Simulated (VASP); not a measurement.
Write the native input for VASP 6.6.1 that does the following.

- Task: single point
- Functional: LDA
- Potentials or basis: VASP PAW LDA potentials, release 64 (C)
- Cutoff: 520 eV
- k mesh: 8 × 8 × 2
- Occupations: gaussian, width 0.1 eV
- Spin: no spin polarisation
- Dipole correction: no
- Further INCAR settings: ALGO = Normal; EDIFF = 1e-07; NBANDS = 16

The structure of C lies in POSCAR:

```
C
1.0
    1.2159619696     -2.1479622876      0.0091232276
    1.2232502972      2.1521701653     -0.0413730204
   -0.0941886657     -0.0851463517      7.1476530721
C
4
Direct
    0.1034933285      0.9456230676      0.7488005552
    0.5908149738      0.4138432831      0.2394105085
    0.9242568809      0.0859987362      0.2421136921
    0.4285181549      0.5893271320      0.7486182121
```

These files were run (other wordings do the same):

INCAR

```
PREC = Accurate
ENCUT = 520
EDIFF = 1E-7
ISMEAR = 0
SIGMA = 0.1
LREAL = F
LASPH = T
NELM = 60
ALGO = Normal
ISIF = 2
LWAVE = F
LCHARG = F
GGA = CA
NBANDS = 16
```

KPOINTS

```
regular mesh
0
Gamma
  8 8 2
```

Potentials or basis: VASP PAW LDA potentials, release 64 (C).

The run is started by

```sh
$ cat potpaw_LDA.64/C/POTCAR > POTCAR
$ mpirun -np 1 vasp_std > vasp.out
```

It gave:

The pressure is -4.0 GPa. The largest force is 3.011 eV/Å. The band gap on the k mesh is 1.11 eV.

Caveat: the k points lie up to 0.44 Å⁻¹ apart; forces of over 1 eV/Å act on the atoms, so gaps and moduli don't describe the material at rest.

Run time: 50 s on 1 thread of Intel Xeon 8259CL (shared host), peak memory 0.14 GiB.
